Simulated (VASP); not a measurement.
Runs of VASP 6.6.1 on Sc. The structure is that of space group P6_3/mmc (No. 194), or close to it. The cells are those of the table. 

| cell | gap on the mesh (eV) | pressure (GPa) |
| --- | --- | --- |
| a = 3.209, b = 3.209, c = 5.438 Å, angles 90.0, 90.0, 120.0°, 2 atoms | none | 1.3 |
| a = 3.264, b = 3.264, c = 5.025 Å, angles 90.0, 90.0, 120.0°, 2 atoms | none | 3.7 |
| a = 3.375, b = 3.375, c = 4.750 Å, angles 90.0, 90.0, 120.0°, 2 atoms | none | (a) |
| a = 3.375, b = 3.375, c = 4.887 Å, angles 90.0, 90.0, 120.0°, 2 atoms | none | 1.3 |
| a = 3.320, b = 3.320, c = 5.025 Å, angles 90.0, 90.0, 120.0°, 2 atoms | none | 1.6 |

Alike in all rows: task single point; level PBE; potentials or basis VASP PAW PBE potentials, release 64 (Sc_sv); no spin polarisation; k mesh 15 × 15 × 10; cutoff (eV) 520; smearing gaussian 0.15 eV.

Task: Estimate the missing entries.

Result: (a) 3.0.

A gap of «none» marks levels without a gap at the run's occupations.
